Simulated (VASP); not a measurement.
## Al: single point with PBEsol

Crystal: Al.

```
CELL_PARAMETERS angstrom
0.00000 1.98347 1.98347
1.98347 0.00000 1.98347
1.98347 1.98347 0.00000
ATOMIC_POSITIONS crystal
Al 0.00000 0.00000 0.00000
```

This cell differs from its parent crystal: volume scaled by 0.94.

| Quantity | Value |
| --- | --- |
| Program | VASP 6.6.1 |
| Task | single point |
| Functional | PBEsol |
| Potentials or basis | VASP PAW PBE potentials, release 64 (Al) |
| Cutoff | 520 eV |
| k mesh | 11 × 11 × 11 |
| Occupations | fermi-dirac, width 0.05 eV |
| Spin | no spin polarisation |
| Dipole correction | no |
| Further INCAR settings | ALGO = Normal; EDIFF = 1e-06; NBANDS = 8 |

- Pressure: 3.5 GPa

Levels at points of the mesh, in eV from the Fermi level:
```csv
k point,band 1,band 2,band 3,band 4,band 5
"(0.00, 0.00, 0.00)",-11.51,12.91,12.91,12.91,14.83
```

It took 2.6 s on 1 thread of Intel(R) Xeon(R) Platinum 8481C CPU @ 2.70GHz (Sapphire Rapids), on a shared host, peak memory 0.13 GiB.

Caveat: the PAW data sets were made with another functional, which shifts forces and pressure a little.
